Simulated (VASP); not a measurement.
Set up this calculation in VASP 6.6.1, as the native input.

| Item | Value |
| --- | --- |
| Task | single point |
| Functional | PBE |
| Potentials or basis | VASP PAW PBE potentials, release 64 (Hf_pv, Nb_sv, O) |
| Cutoff | 520 eV |
| k mesh | 4 × 4 × 4 |
| Occupations | gaussian, width 0.1 eV |
| Spin | no spin polarisation |
| Dipole correction | no |
| Further INCAR settings | ALGO = Normal; EDIFF = 1e-07; NBANDS = 32 |

The structure of HfNb2O2 lies in POSCAR:

```
HfNb2O2
1.0
    5.0635967956      0.0000000000      0.0000000000
    0.0000000000      5.0635967956      0.0000000000
    0.0000000000      0.0000000000      5.4298311942
Hf Nb O
1 2 2
Direct
    0.5000000000      0.5000000000      0.5000000000
    0.0000000000      0.5000000000      0.5000000000
    0.5000000000      0.0000000000      0.5000000000
    0.5000000000      0.5000000000      0.8781223448
    0.5000000000      0.5000000000      0.1218776552
```

The cell was built from a structure type or drawn by symmetry, and may not be a known phase.

These files were run (other wordings do the same):

INCAR

```
PREC     = Accurate       # precision mode
ENCUT    = 520            # plane-wave cutoff, eV
EDIFF    = 1E-7           # SCF threshold, eV
ISMEAR   = 0              # smearing method
SIGMA    = 0.1            # smearing width, eV
LREAL    = F              # projectors in reciprocal space
LASPH    = T              # aspherical terms in the spheres
NELM     = 100            # most SCF steps
ALGO     = Normal         # electronic algorithm
ISIF     = 2              # what is computed and relaxed
LWAVE    = F              # write WAVECAR
LCHARG   = T              # write CHGCAR
GGA      = PE             # functional
LELF     = T              # ELF
LVHAR    = T            
NBANDS   = 32             # bands
```

KPOINTS

```
Automatic mesh
0
Gamma
  4 4 4
```

Potentials or basis: VASP PAW PBE potentials, release 64 (Hf_pv, Nb_sv, O).

Command:

```console
$ cat potpaw_PBE.64/Hf_pv/POTCAR potpaw_PBE.64/Nb_sv/POTCAR potpaw_PBE.64/O/POTCAR > POTCAR
$ mpirun -np 1 vasp_std > vasp.out
```

It gave:

| Quantity | Value |
| --- | --- |
| Pressure | -0.1 GPa |
| Largest force | 0.409 eV/Å |
| Band gap on the k mesh | zero (bands 24 and 25 overlap by 0.76 eV) |

Caveat: spin-orbit coupling is left out, which moves the levels of the heavy elements.

It took 110 s on 1 thread of AMD EPYC 7R13 Processor (Zen 3), with other jobs on the host, peak memory 0.24 GiB.
